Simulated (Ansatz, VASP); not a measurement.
# Two plane-wave programs on S

```xyz
1
Lattice="-1.6198 1.6198 1.6198 1.6198 -1.6198 1.6198 1.6198 1.6198 -1.6198" Properties=species:S:1:pos:R:3 pbc="T T T"
S     0.0000    0.0000    0.0000
```

Alike in both runs: task relaxation of cell and atoms; functional PBE; k mesh 16 × 16 × 16; occupations fermi-dirac, width 0.1 eV; no spin polarisation.

|  | VASP | Ansatz |
| --- | --- | --- |
| version | VASP 6.6.1 | Ansatz 0.2.0 |
| potentials or method | VASP PAW PBE potentials, release 64 (S) | PAW with Ansatz's default frozen-core files, scalar-relativistic |
| plane-wave cutoff (eV) | 600 | 420 |
| valence electrons in the cell | 6 | 6 |

Ansatz gave:

```
relaxed volume (Å³/atom)                                     : 15.77
relaxed cell length with the largest relative difference (Å) : 2.736
```

Which values does VASP return?

Relaxed volume (Å³/atom): 15.75; relaxed cell length with the largest relative difference (Å): 2.735.
